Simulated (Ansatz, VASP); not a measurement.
# InSb: VASP beside Ansatz

POSCAR

```
InSb
1.0
    0.0000000000      3.1811276270      3.1811276270
    3.1811276270      0.0000000000      3.1811276270
    3.1811276270      3.1811276270      0.0000000000
In Sb
1 1
Direct
    0.0000000000      0.0000000000      0.0000000000
    0.2500000000      0.2500000000      0.2500000000
```

Contents of INCAR.step1:

```
SYSTEM = InSb
PREC = Accurate
ENCUT = 520
EDIFF = 1E-5
ISMEAR = -1
SIGMA = 0.02
LREAL = .FALSE.
LASPH = .TRUE.
NELM = 80
ALGO = Normal
ISIF = 2
LWAVE = .TRUE.
LCHARG = .FALSE.
GGA = PE
NBANDS = 16
```

Contents of INCAR.step2:

```
SYSTEM = InSb
PREC = Accurate
ENCUT = 520
EDIFF = 1E-6
ISMEAR = -1
SIGMA = 0.02
LREAL = .FALSE.
LASPH = .TRUE.
NELM = 80
ALGO = Normal
ISIF = 2
LWAVE = .FALSE.
LCHARG = .FALSE.
GGA = PE
LHFCALC = .TRUE.
HFSCREEN = 0.2079
PRECFOCK = Normal
ISTART = 1
NBANDS = 16
```

File KPOINTS:

```
Automatic mesh
0
G
  4 4 4
  0 0 0
```

Input for Ansatz:

```yaml
crystal:
  lattice:
    - [0.0, 3.181127627, 3.181127627]
    - [3.181127627, 0.0, 3.181127627]
    - [3.181127627, 3.181127627, 0.0]
  atoms:
    - { symbol: In, position: [0.0, 0.0, 0.0] }
    - { symbol: Sb, position: [0.25, 0.25, 0.25] }
kpoints:
  mp_grid: { grid: [4, 4, 4] }
  band_path:
    path:
      - [0.0, 0.0, 0.0]
      - [-0.5, -0.5, 0.0]
      - [-0.375, -0.375, 0.25]
      - [-0.375, 0.0, 0.375]
      - [0.0, 0.0, 0.5]
      - [-0.5, -0.25, 0.25]
    npoints: 1
hamiltonian:
  xc: hse06
scf:
  occupations: { method: fermi_dirac, width: 0.02 }
  n_extra_bands: 4
output:
  forces: true
  stress: true
  eigenvalues: true
```

Change from the starting cell: hydrostatic strain -3.0%.

Alike in both runs: task single point; functional HSE06; k mesh 4 × 4 × 4; occupations fermi-dirac, width 0.02 eV; no spin polarisation.

```csv
,VASP,Ansatz
version,VASP 6.6.1,Ansatz 0.2.0
potentials or method,"VASP PAW PBE potentials, release 64 (In_d, Sb)","plane waves, PAW"
plane-wave cutoff (eV),520,420
valence electrons in the cell,18,28
```

|  | VASP | Ansatz | Ansatz less VASP |
| --- | --- | --- | --- |
| gap on the k mesh at the Fermi level (eV) | 0.93 | 0.90 | -0.029 |
| pressure (GPa) | 4.2 | 4.9 | +0.62 |

VASP's potentials hold 18 valence electrons a cell and Ansatz's 28, so a difference there can come from the potentials and not from the codes. Ansatz's warnings: stress exchange threshold loose, stress scf threshold loose.

The k mesh is coarse, so the values compare programs but aren't converged. Spin-orbit coupling is off throughout.
